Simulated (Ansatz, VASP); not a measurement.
**Two plane-wave programs on PbS**

Contents of INCAR:

```
SYSTEM = PbS
  PREC = Accurate
  ENCUT = 500
  EDIFF = 1E-7
  ISMEAR = -1
  SIGMA = 0.01
  LREAL = .False.
  LASPH = .True.
  NELM = 120
  ALGO = Normal
  ISIF = 3
  LWAVE = .False.
  LCHARG = .False.
  GGA = RE
  IVDW = 12
  IBRION = 2
  NSW = 50
  EDIFFG = -0.03
  GGA_COMPAT = .False.
  NELMIN = 4
```

The input KPOINTS:

```
Automatic mesh
0
Gamma
  5 5 5
  0 0 0
```

Contents of POSCAR:

```
PbS
1.0
    0.0000000000      2.9657500000      2.9657500000
    2.9657500000      0.0000000000      2.9657500000
    2.9657500000      2.9657500000      0.0000000000
Pb S
1 1
Direct
    0.0000000000      0.0000000000      0.0000000000
    0.5000000000      0.5000000000      0.5000000000
```

Input for Ansatz:

```yaml
crystal:
  lattice:
    - [0.0, 2.96575, 2.96575]
    - [2.96575, 0.0, 2.96575]
    - [2.96575, 2.96575, 0.0]
  atoms:
    - { symbol: Pb, position: [0.0, 0.0, 0.0] }
    - { symbol: S, position: [0.5, 0.5, 0.5] }
basis:
  ecutwfc: 421.77648681281397
kpoints:
  mp_grid:
    grid: [5, 5, 5]
hamiltonian:
  xc: revpbe
  dispersion: d3bj
scf:
  occupations:
    method: fermi_dirac
    width: 0.01
relax:
  f_tol: 0.03
  max_steps: 30
  cell: {}
```

Alike in both runs: task relaxation of cell and atoms; functional revPBE; dispersion D3(BJ); k mesh 5 × 5 × 5; occupations fermi-dirac, width 0.01 eV; no spin polarisation.

|  | VASP | Ansatz |
| --- | --- | --- |
| version | VASP 6.6.1 | Ansatz 0.2.0 |
| potentials or method | VASP PAW PBE potentials, release 64 (Pb_d, S), cutoff 500 eV | plane waves, PAW |
| valence electrons in the cell | 20 | 20 |

VASP gave:

- relaxed volume (Å³/atom): 25.77
- relaxed cell length with the largest relative difference (Å): 4.177

Task: What did Ansatz give for the same quantities?

Result: Relaxed volume (Å³/atom): 25.81; relaxed cell length with the largest relative difference (Å): 4.180.

VASP's potentials were made for PBE, not for revPBE. Ansatz's warnings: relaxed geometry near dispersion switch.

Spin-orbit coupling is off throughout.
